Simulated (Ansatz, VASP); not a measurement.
**One calculation of HgPt3, two programs**

The input INCAR:

```
SYSTEM = HgPt3
  PREC = Accurate
  ENCUT = 520
  EDIFF = 1E-6
  ISMEAR = 0
  SIGMA = 0.1
  LREAL = .False.
  LASPH = .True.
  NELM = 60
  ALGO = Normal
  ISIF = 2
  LWAVE = .False.
  LCHARG = .False.
  GGA = CA
  NBANDS = 29
```

Contents of KPOINTS:

```
Automatic mesh
0
Gamma
  5 5 8
  0 0 0
```

The input POSCAR:

```
HgPt3
1.0
    2.9854892859     -4.0695245279      0.0000000000
    2.9854892859      4.0695245279      0.0000000000
    0.0000000000      0.0000000000      2.9765821296
Hg Pt
1 3
Direct
    0.0000000000      0.0000000000      0.0000000000
    0.5000000000      0.5000000000      0.0000000000
    0.0000000000      0.5000000000      0.5000000000
    0.5000000000      0.0000000000      0.5000000000
```

Input for Ansatz:

```yaml
crystal:
  lattice:
    - [2.9854892858800652, -4.069524527918789, 0.0]
    - [2.9854892858800652, 4.069524527918789, 0.0]
    - [0.0, 0.0, 2.976582129555947]
  atoms:
    - { symbol: Hg, position: [0.0, 0.0, 0.0] }
    - { symbol: Pt, position: [0.5, 0.5, 0.0] }
    - { symbol: Pt, position: [0.0, 0.5, 0.5] }
    - { symbol: Pt, position: [0.5, 0.0, 0.5] }
basis:
  ecutwfc: 421.77648681281397
kpoints:
  mp_grid:
    grid: [5, 5, 8]
hamiltonian:
  xc: lda
scf:
  convergence:
    dr2_threshold: 1.0e-09
  occupations:
    method: gaussian
output:
  stress: true
```

Alike in both runs: task single point; functional LDA; k mesh 5 × 5 × 8; no spin polarisation.

|  | VASP | Ansatz |
| --- | --- | --- |
| version | VASP 6.6.1 | Ansatz 0.2.0 |
| potentials or method | VASP PAW LDA potentials, release 64 (Hg, Pt), cutoff 520 eV | plane waves, PAW |
| occupations | gaussian, width 0.1 eV | gaussian |
| valence electrons in the cell | 42 | 74 |

```tsv
	VASP	Ansatz	Ansatz less VASP
pressure (GPa)	-23.4	-24.3	-0.93
traceless stress, the component that is largest in VASP (GPa)	-0.49	-0.51	-0.021
```

LDA's correlation is that of Perdew and Zunger in VASP and of Perdew and Wang (1992) in Ansatz. VASP's potentials hold 42 valence electrons a cell and Ansatz's 74, so a difference there can come from the potentials and not from the codes. Ansatz's warnings: stress scf threshold loose.

Spin-orbit coupling is off throughout.
